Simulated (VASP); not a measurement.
# Na (Im-3m) in VASP: a series of runs, part 2 of 2

VASP 6.6.1. Earlier steps stand in the parts before.

**3. Single point, r2SCAN**

POSCAR

```
Na
1.0
   -2.1125000000      2.1125000000      2.1125000000
    2.1125000000     -2.1125000000      2.1125000000
    2.1125000000      2.1125000000     -2.1125000000
Na
1
Direct
    0.0000000000      0.0000000000      0.0000000000
```

INCAR.step1

```
SYSTEM = Na
PREC = Accurate
ENCUT = 520
ISMEAR = 1
SIGMA = 0.03
LREAL = .False.
LASPH = .True.
NELM = 80
NBANDS = 10
GGA = PE
ALGO = Normal
EDIFF = 1E-4
LWAVE = .True.
LCHARG = .False.
```

INCAR.step2

```
SYSTEM = Na
PREC = Accurate
ENCUT = 520
EDIFF = 1E-7
ISMEAR = 1
SIGMA = 0.03
LREAL = .False.
LASPH = .True.
NELM = 80
ALGO = Normal
ISIF = 2
LWAVE = .False.
LCHARG = .False.
METAGGA = R2SCAN
LMIXTAU = .True.
NBANDS = 10
ISTART = 1
```

KPOINTS

```
Automatic mesh
0
Gamma
  11 11 11
  0 0 0
```

Potentials or basis: VASP PAW PBE potentials, release 64 (Na_pv).

Run with:

```sh
cat potpaw_PBE.64/Na_pv/POTCAR > POTCAR
cp INCAR.step1 INCAR
mpirun -np 1 vasp_std > vasp.out
cp INCAR.step2 INCAR
mpirun -np 1 vasp_std > vasp.out
```

It took 81 s on 1 thread of Intel Xeon 6975P-C, shared host; peak memory 0.16 GiB.

It converged, with:

* Free energy: -3.5565 eV
* Pressure: 0.1 GPa

Levels at points of the mesh, in eV from the Fermi level:
| k point | band 1 | band 2 | band 3 | band 4 | band 5 | band 6 | band 7 | band 8 |
| --- | --- | --- | --- | --- | --- | --- | --- | --- |
| (0.00, 0.00, 0.00) | -26.00 | -26.00 | -26.00 | -3.43 | 12.33 | 12.33 | 12.33 | 13.53 |

Caveat: the PAW data sets were made with another functional, which shifts forces and pressure a little.

**4. Single point, r2SCAN**

POSCAR is that of step 3.

INCAR.step1

```
SYSTEM = Na
PREC = Accurate
ENCUT = 520
ISMEAR = 1
SIGMA = 0.1
LREAL = .FALSE.
LASPH = .TRUE.
NELM = 80
NBANDS = 10
GGA = PE
ALGO = Normal
EDIFF = 1E-4
LWAVE = .TRUE.
LCHARG = .FALSE.
```

INCAR.step2

```
SYSTEM = Na
PREC = Accurate
ENCUT = 520
EDIFF = 1E-7
ISMEAR = 1
SIGMA = 0.1
LREAL = .FALSE.
LASPH = .TRUE.
NELM = 80
ALGO = Normal
ISIF = 2
LWAVE = .FALSE.
LCHARG = .FALSE.
METAGGA = R2SCAN
LMIXTAU = .TRUE.
NBANDS = 10
ISTART = 1
```

KPOINTS

```
regular mesh
0
G
  11 11 11
  0 0 0
```

Potentials or basis: VASP PAW PBE potentials, release 64 (Na_pv).

Run with:

```sh
cat potpaw_PBE.64/Na_pv/POTCAR > POTCAR
cp INCAR.step1 INCAR
mpirun -np 1 vasp_std > vasp.out
cp INCAR.step2 INCAR
mpirun -np 1 vasp_std > vasp.out
```

OUTCAR:

```text
SYSTEM = Na
   PREC = Accurate
   ENCUT = 520
   EDIFF = 1E-7
   ISMEAR = 1
   LREAL = .FALSE.
   LASPH = .TRUE.
   NELM = 80
   ISIF = 2
   METAGGA = R2SCAN
   ISTART = 1

 ion  position               nearest neighbor table
   1  0.000  0.000  0.000-

  LATTYP: Found a body centered cubic cell.
 ALAT       =     4.2250000000

  Lattice vectors:

 A1 = (  -2.1125000000,   2.1125000000,   2.1125000000)
 A2 = (   2.1125000000,  -2.1125000000,   2.1125000000)
 A3 = (   2.1125000000,   2.1125000000,  -2.1125000000)

Analysis of symmetry for initial positions (statically):
=====================================================================
 Subroutine PRICEL returns:
 Original cell was already a primitive cell.

 Routine SETGRP: Setting up the symmetry group for a
 body centered cubic supercell.

 Subroutine GETGRP returns: Found 48 space group operations
 (whereof 48 operations were pure point group operations)
 out of a pool of 48 trial point group operations.

The static configuration has the point symmetry O_h .

Analysis of symmetry for dynamics (positions and initial velocities):
[... 165 lines left out ...]
  band No.  band energies     occupation
      1     -25.7258      2.00000
      2     -25.7258      2.00000
      3     -25.7256      2.00000
      4      -3.1530      2.00000
      5      12.6047      0.00000
      6      12.6053      0.00000
      7      12.6053      0.00000
      8      13.8062      0.00000
      9      13.8062      0.00000
     10      14.4144      0.00000
[... 287 lines left out ...]
 k-point    24 :       0.3636    0.1818    0.0909
  band No.  band energies     occupation
      1     -25.7534      2.00000
      2     -25.7410      2.00000
      3     -25.7310      2.00000
      4       1.6756     -0.00000
      5       2.3418      0.00000
      6       5.1914      0.00000
      7       7.3482      0.00000
      8      14.4603      0.00000
      9      15.9280      0.00000
     10      17.0291      0.00000

 [... further k-points ...]

------------------------ aborting loop because EDIFF is reached ----------------------------------------

  FORCE on cell =-STRESS in cart. coord.  units (eV):
  Direction    XX          YY          ZZ          XY          YZ          ZX
  --------------------------------------------------------------------------------------
  -------------------------------------------------------------------------------------
  Total        0.0174281      0.0174281      0.0174281      0.0000000      0.0000000     -0.0000000
  in kB        0.7404772      0.7404772      0.7404772      0.0000000      0.0000000     -0.0000000
  external PRESSURE =       0.7404772 kB  Pullay stress =       0.0000000 kB

 VOLUME and BASIS-vectors are now :
 -----------------------------------------------------------------------------
  energy-cutoff  :      520.00
  volume of cell :       37.71
      direct lattice vectors                 reciprocal lattice vectors
    -2.112500000  2.112500000  2.112500000     0.000000000  0.236686391  0.236686391
     2.112500000 -2.112500000  2.112500000     0.236686391  0.000000000  0.236686391
     2.112500000  2.112500000 -2.112500000     0.236686391  0.236686391  0.000000000

 POSITION                                       TOTAL-FORCE (eV/Angst)
 -----------------------------------------------------------------------------------
      0.00000      0.00000      0.00000         0.000000     -0.000000     -0.000000
 -----------------------------------------------------------------------------------
    total drift:                               -0.000000     -0.000000     -0.000000

  FREE ENERGIE OF THE ION-ELECTRON SYSTEM (eV)
  ---------------------------------------------------
  free  energy   TOTEN  =        -3.5568952119 eV

  energy  without entropy=       -3.5565130123  energy(sigma->0) =       -3.55676781
```

OUTCAR.step1:

```text
SYSTEM = Na
   PREC = Accurate
   ENCUT = 520
   ISMEAR = 1
   LREAL = .FALSE.
   LASPH = .TRUE.
   NELM = 80
[... 528 lines left out ...]
 -----------------------------------------------------------------------------------
      0.00000      0.00000      0.00000        -0.000000      0.000000     -0.000000
 -----------------------------------------------------------------------------------
    total drift:                               -0.000000     -0.000000     -0.000000

  FREE ENERGIE OF THE ION-ELECTRON SYSTEM (eV)
  ---------------------------------------------------
  free  energy   TOTEN  =        -1.3135420753 eV

  energy  without entropy=       -1.3131997848  energy(sigma->0) =       -1.31342798
```

OSZICAR.step1:

```text
N       E                     dE             d eps       ncg     rms          rms(c)
DAV:   1     0.271388581656E+02    0.27139E+02   -0.38712E+03  1122   0.591E+02
DAV:   2    -0.755549492237E+00   -0.27894E+02   -0.27754E+02  1152   0.142E+02
DAV:   3    -0.130968184114E+01   -0.55413E+00   -0.55386E+00  1394   0.223E+01
DAV:   4    -0.131407742215E+01   -0.43956E-02   -0.43953E-02  1296   0.191E+00
DAV:   5    -0.131414278868E+01   -0.65367E-04   -0.65366E-04  1334   0.232E-01    0.204E-01
DAV:   6    -0.131379169846E+01    0.35109E-03   -0.48527E-04  1312   0.263E-01    0.137E-01
DAV:   7    -0.131354964045E+01    0.24206E-03   -0.99283E-04  1248   0.314E-01    0.159E-02
DAV:   8    -0.131354207532E+01    0.75651E-05   -0.43626E-05   710   0.111E-01
   1 F= -.13135421E+01 E0= -.13134280E+01  d E =-.342290E-03
```

Run time: 88 s. Hardware: 1 thread of Intel Xeon 6975P-C, shared host; peak memory 0.16 GiB.

Results:

```
Free energy : -3.5569 eV
Pressure    : 0.1 GPa
```

Caveat: the PAW data sets were made with another functional, which shifts forces and pressure a little.

**5. The runs side by side**

```csv
smearing,gap on the mesh (eV),pressure (GPa)
methfessel-paxton 0.01 eV,none,0.1
methfessel-paxton 0.03 eV,none,0.1
methfessel-paxton 0.1 eV,none,0.1
```

Alike in all rows: task single point; level r2SCAN; potentials or basis VASP PAW PBE potentials, release 64 (Na_pv); no spin polarisation; cell as given; k mesh 11 × 11 × 11; cutoff (eV) 520.

Every run on the cell as given and a fine mesh finds a metal.

Caveats: the PAW data sets were made with another functional, which shifts forces and pressure a little.

Absolute energies hang on the potentials; compare differences alone.
